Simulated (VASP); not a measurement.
## RbCl: single point with PBE

RbCl:

```
Rb Cl
1.0
     0.00000    3.24690    3.24690
     3.24690    0.00000    3.24690
     3.24690    3.24690    0.00000
Rb Cl
1 1
Direct
  0.00000 0.00000 0.00000
  0.50000 0.50000 0.50000
```

This cell differs from its parent crystal: Li replaced by Rb, lengths x 1.240, strained.

| Quantity | Value |
| --- | --- |
| Program | VASP 6.6.1 |
| Task | single point |
| Functional | PBE |
| Potentials or basis | VASP PAW PBE potentials, release 64 (Rb_sv, Cl) |
| Cutoff | 500 eV |
| k mesh | 6 × 6 × 6 |
| Occupations | gaussian, width 0.1 eV |
| Spin | no spin polarisation |

| Quantity | Value |
| --- | --- |
| Pressure | 1.7 GPa |
| Band gap on the k mesh | 5.13 eV |

Levels at points of the mesh, in eV from the valence-band top:
```tsv
k point	band 6	band 7	band 8	band 9	band 10	band 11
(0.00, 0.00, 0.00)	0.00	0.00	0.00	5.13	8.02	8.02
(0.50, 0.00, 0.00)	-0.92	-0.38	-0.38	7.89	8.12	10.30
(0.50, 0.50, 0.00)	-0.31	-0.10	-0.10	6.18	8.25	9.94
```

Run time: 25 s on 1 thread of Intel Xeon 8259CL, on a shared host, peak memory 0.2 GiB.

Caveat: the cell differs from its parent crystal (Li replaced by Rb, lengths x 1.240, strained).
